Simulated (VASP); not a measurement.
Set up this calculation in VASP 6.6.1, as the native input.

| Quantity | Value |
| --- | --- |
| Task | single point |
| Functional | PBEsol |
| Dispersion | D4 |
| Potentials or basis | VASP PAW PBE potentials, release 64 (As, Mn_pv) |
| Cutoff | 520 eV |
| k mesh | 8 × 8 × 5 |
| Occupations | fermi-dirac, width 0.05 eV |
| Spin | collinear spin, ferromagnetic start |
| Starting moments | [0.0, 0.0, 4.0, 4.0] μB |
| Dipole correction | no |
| Further INCAR settings | ALGO = Normal; EDIFF = 1e-06; NBANDS = 30 |

The structure of MnAs lies in POSCAR:

```
MnAs
1.0
    3.5355370459      0.0000000000      0.0000000000
   -1.7677685230      3.0618648978      0.0000000000
    0.0000000000      0.0000000000      5.2991473282
As Mn
2 2
Direct
    0.6666666667      0.3333333333      0.7500000000
    0.3333333333      0.6666666667      0.2500000000
    0.0000000000      0.0000000000      0.5000000000
    0.0000000000      0.0000000000      0.0000000000
```

These files were run (other wordings do the same):

INCAR

```
  ALGO = Normal
  EDIFF = 1E-6
  ENCUT = 520
  GGA = PS
  ISIF = 2
  ISMEAR = -1
  ISPIN = 2
  IVDW = 13
  LASPH = True
  LCHARG = False
  LMAXMIX = 4
  LORBIT = 11
  LREAL = False
  LWAVE = False
  MAGMOM = 0 0 4 4
  NBANDS = 30
  NELM = 150
  PREC = Accurate
  SIGMA = 0.05
```

KPOINTS

```
k-points
0
Gamma
  8 8 5
```

Potentials or basis: VASP PAW PBE potentials, release 64 (As, Mn_pv).

Launch:

```console
$ cat potpaw_PBE.64/As/POTCAR potpaw_PBE.64/Mn_pv/POTCAR > POTCAR
$ mpirun -np 1 vasp_std > vasp.out
```

It gave:

- Pressure: 0.4 GPa
- Net moment: 4.55 μB per cell
- Site moments: As -0.09; Mn +2.32 μB
- Valence electrons inside the program's atomic spheres: As 2.87; Mn 11.87
- Dispersion energy per atom: -0.266 eV

Caveat: the PAW data sets were made with another functional, which shifts forces and pressure a little; only a ferromagnetic start was run, and an antiferromagnetic order may lie lower in energy.

Run time: 46 s on 1 thread of Intel(R) Xeon(R) 6975P-C (Granite Rapids), on a shared host, peak memory 0.24 GiB.
